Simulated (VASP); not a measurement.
Set up this calculation in VASP 6.6.1, as the native input.

```
Task                   : single point
Functional             : PBE
Potentials or basis    : VASP PAW PBE potentials, release 64 (Pb_d, Te)
Cutoff                 : 520 eV
k mesh                 : 13 × 13 × 13
Occupations            : fermi-dirac, width 0.08 eV
Spin                   : no spin polarisation
Dipole correction      : no
Further INCAR settings : ALGO = Normal; EDIFF = 1e-06; NBANDS = 17
```

The structure of TePb (zincblende type) lies in POSCAR:

```
TePb
1.0
    0.0000000000      2.9771825031      2.9771825031
    2.9771825031      0.0000000000      2.9771825031
    2.9771825031      2.9771825031      0.0000000000
Pb Te
1 1
Direct
    0.0000000000      0.0000000000      0.0000000000
    0.2500000000      0.2500000000      0.2500000000
```

The input as run:

INCAR

```
ALGO     = Normal         # electronic algorithm
EDIFF    = 1E-6           # SCF threshold, eV
ENCUT    = 520            # plane-wave cutoff, eV
GGA      = PE             # functional
ISIF     = 2              # what is computed and relaxed
ISMEAR   = -1             # smearing method
LASPH    = True           # aspherical terms in the spheres
LCHARG   = False          # write CHGCAR
LREAL    = False          # projectors in reciprocal space
LWAVE    = False          # write WAVECAR
NBANDS   = 17             # bands
NELM     = 80             # most SCF steps
PREC     = Accurate       # precision mode
SIGMA    = 0.08           # smearing width, eV
```

KPOINTS

```
k-points
0
Gamma
  13 13 13
```

Potentials or basis: VASP PAW PBE potentials, release 64 (Pb_d, Te).

Command:

```sh
$ cat potpaw_PBE.64/Pb_d/POTCAR potpaw_PBE.64/Te/POTCAR > POTCAR
$ mpirun -np 1 vasp_std > vasp.out
```

Results of the run:

```json
{"Pressure": "53.9 GPa", "Band gap on the k mesh": "zero (bands 10 and 11 overlap by 1.66 eV)"}
```

Caveat: the cell stands under pressure; spin-orbit coupling is left out, which moves the levels of the heavy elements.

It took 20 s on 1 thread of Intel(R) Xeon(R) 6975P-C (Granite Rapids), with other jobs on the host, peak memory 0.22 GiB.
